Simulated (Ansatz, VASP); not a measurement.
## One calculation of MoS2, two programs

The input INCAR:

```
SYSTEM = MoS2
ALGO = Normal ; EDIFF = 1E-6
ENCUT = 520 ; GGA = PS
ISIF = 2 ; ISMEAR = -1
LASPH = .TRUE. ; LCHARG = .FALSE.
LREAL = .FALSE. ; LWAVE = .FALSE.
NBANDS = 20 ; NELM = 80
PREC = Accurate ; SIGMA = 0.05
```

KPOINTS

```
k-points
0
G
  10 10 10
  0 0 0
```

The input POSCAR:

```
MoS2
1.0
    1.5960003060      0.9214512063      6.1554945136
   -1.5960003060      0.9214512063      6.1554945136
    0.0000000000     -1.8429024126      6.1554945136
Mo S
1 2
Direct
    0.0000000000      0.0000000000      0.0000000000
    0.2500000000      0.2500000000      0.2500000000
    0.7500000000      0.7500000000      0.7500000000
```

The input input.yaml:

```yaml
crystal:
  lattice:
    - [1.596000306, 0.9214512063, 6.1554945136]
    - [-1.596000306, 0.9214512063, 6.1554945136]
    - [0.0, -1.8429024126, 6.1554945136]
  atoms:
    - { symbol: Mo, position: [0.0, 0.0, 0.0] }
    - { symbol: S, position: [0.25, 0.25, 0.25] }
    - { symbol: S, position: [0.75, 0.75, 0.75] }
kpoints:
  mp_grid: { grid: [10, 10, 10] }
scf:
  occupations: { method: fermi_dirac, width: 0.05 }
hamiltonian:
  xc: pbesol
  pseudopotentials: { kind: all_electron, lapw: { basis_error: 0.001 } }
output:
  forces: true
  stress: true
  eigenvalues: true
```

Change from the starting cell: volume scaled by 1.02.

Alike in both runs: task single point; functional PBEsol; k mesh 10 × 10 × 10; occupations fermi-dirac, width 0.05 eV; no spin polarisation.

```csv
,VASP,Ansatz
version,VASP 6.6.1,Ansatz 0.2.0
potentials or method,"VASP PAW PBE potentials, release 64 (Mo_sv, S), cutoff 520 eV","all-electron LAPW, scalar-relativistic"
```

|  | VASP | Ansatz | Ansatz less VASP |
| --- | --- | --- | --- |
| gap on the k mesh at the Fermi level (eV) | none | none | - |
| pressure (GPa) | -0.1 | -0.1 | +0.01 |
| traceless stress, the component that is largest in VASP (GPa) | 3.13 | 3.11 | -0.028 |
| rms of the force components (eV/Å) | 0.197 | 0.194 | -0.0027 |

VASP's potentials were made for PBE, not for PBEsol. Atom by atom the forces differ by 0.003 eV/Å (rms over components). A gap of «none» marks a metal or a gap that the smearing closes. Ansatz ran all-electron here, and VASP with PAW potentials.
